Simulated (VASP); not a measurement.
Write the native input for VASP 6.6.1 that does the following.

```yaml
Task: single point
Functional: PBE
Potentials_or_basis: VASP PAW PBE potentials, release 64 (Pb_d)
Cutoff: 520 eV
k_mesh: 9 × 9 × 9
Occupations: fermi-dirac, width 0.05 eV
Spin: no spin polarisation
Dipole_correction: no
Further_INCAR_settings: ALGO = Fast; EDIFF = 1e-06; NBANDS = 13
```

The structure of Pb lies in POSCAR:

```
Pb
1.0
    0.0195880490      2.4952798300      2.4850888952
    2.5357932478     -0.0068353407      2.5115122849
    2.5139776564      2.4998876283      0.0149802507
Pb
1
Direct
    0.0000000000      0.0000000000      0.0000000000
```

This cell differs from its parent crystal: volume scaled by 1.04.

One way to write it, as run:

INCAR

```
ALGO     = Fast           # electronic algorithm
EDIFF    = 1E-6           # SCF threshold, eV
ENCUT    = 520            # plane-wave cutoff, eV
GGA      = PE             # functional
ISIF     = 2              # what is computed and relaxed
ISMEAR   = -1             # smearing method
LASPH    = True           # aspherical terms in the spheres
LCHARG   = False          # write CHGCAR
LREAL    = False          # projectors in reciprocal space
LWAVE    = False          # write WAVECAR
NBANDS   = 13             # bands
NELM     = 80             # most SCF steps
PREC     = Accurate       # precision mode
SIGMA    = 0.05           # smearing width, eV
```

KPOINTS

```
k-points
0
Gamma
  9 9 9
```

Potentials or basis: VASP PAW PBE potentials, release 64 (Pb_d).

The run is started by

```bash
$ cat potpaw_PBE.64/Pb_d/POTCAR > POTCAR
$ mpirun -np 1 vasp_std > vasp.out
```

Results of the run:

```json
{
  "Pressure": "0.7 GPa",
  "Band gap on the k mesh": "zero (band 7 reaches 13.89 eV, above the bottom of band 8 at 5.41 eV)"
}
```

Caveat: spin-orbit coupling is left out, which moves the levels of the heavy elements.

Wall time 84 s on 1 thread of Intel(R) Xeon(R) Platinum 8488C (Sapphire Rapids), on a shared host, peak memory 0.26 GiB.
